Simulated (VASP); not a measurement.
Al7As8 (a cell with a defect), 15 atoms in the cell. The cell holds a defect, 15 atoms: a = 8.100 Å, b = 8.100 Å, c = 8.100 Å, α = 60.00°, β = 60.00°, γ = 60.00°.  This cell differs from its parent crystal: atoms taken out, then relaxed in part.

* Program: VASP 6.6.1
* Task: single point
* Functional: PBE
* Potentials or basis: VASP PAW PBE potentials, release 64 (Al, As)
* Cutoff: 520 eV
* k mesh: 3 × 3 × 3
* Occupations: gaussian, width 0.01 eV
* Spin: collinear spin
* Starting moments: [0.0, 0.0, 0.0, 0.0, 0.0, 0.0, 0.0, 0.25, 0.0, 0.0, 0.0, 0.25, 0.25, 0.25, 0.0] μB
* Dipole correction: no
* Charge: -2
* Further INCAR settings: LREAL = Auto; ALGO = Normal; EDIFF = 1e-06; NBANDS = 48; NELECT = 63.0

Potentials or basis: VASP PAW PBE potentials, release 64 (Al, As).

Command:

```sh
$ cat potpaw_PBE.64/Al/POTCAR potpaw_PBE.64/As/POTCAR > POTCAR
$ mpirun -np 1 vasp_std > vasp.out
```

Hardware: 1 thread of Intel Xeon 8259CL, with other jobs on the host.

Task: How long does it take, and how much memory?

Result: Wall time 9.5 min on 1 thread of Intel Xeon 8259CL, on a shared host, peak memory 0.67 GiB. Counts: scf iterations 15, k points 4.
